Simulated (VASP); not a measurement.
Wanted: the native input for a VASP 6.6.1 run.

| Property | Result |
| --- | --- |
| Task | single point |
| Functional | PBE |
| Potentials or basis | VASP PAW PBE potentials, release 64 (Ta_pv) |
| Cutoff | 520 eV |
| k mesh | 8 × 8 × 8 |
| Occupations | gaussian, width 0.1 eV |
| Spin | no spin polarisation |
| Dipole correction | no |
| Further INCAR settings | ALGO = Normal; EDIFF = 1e-07; NBANDS = 12 |

The structure of Ta lies in POSCAR:

```
Ta
1.0
   -1.6081817416      1.6081817416      1.6081817416
    1.6081817416     -1.6081817416      1.6081817416
    1.6081817416      1.6081817416     -1.6081817416
Ta
1
Direct
    0.0000000000      0.0000000000      0.0000000000
```

One way to write it, as run:

INCAR

```
SYSTEM = Ta
PREC = Accurate
ENCUT = 520
EDIFF = 1E-7
ISMEAR = 0
SIGMA = 0.1
LREAL = .False.
LASPH = .True.
NELM = 60
ALGO = Normal
ISIF = 2
LWAVE = .False.
LCHARG = .False.
GGA = PE
NBANDS = 12
```

KPOINTS

```
regular mesh
0
Gamma
  8 8 8
  0 0 0
```

Potentials or basis: VASP PAW PBE potentials, release 64 (Ta_pv).

Command:

```console
$ cat potpaw_PBE.64/Ta_pv/POTCAR > POTCAR
$ mpirun -np 1 vasp_std > vasp.out
```

It gave:

The pressure is 20.9 GPa.

Run time: 8.1 s on 1 thread of Intel Xeon 6975P-C, with other jobs on the host, peak memory 0.14 GiB.
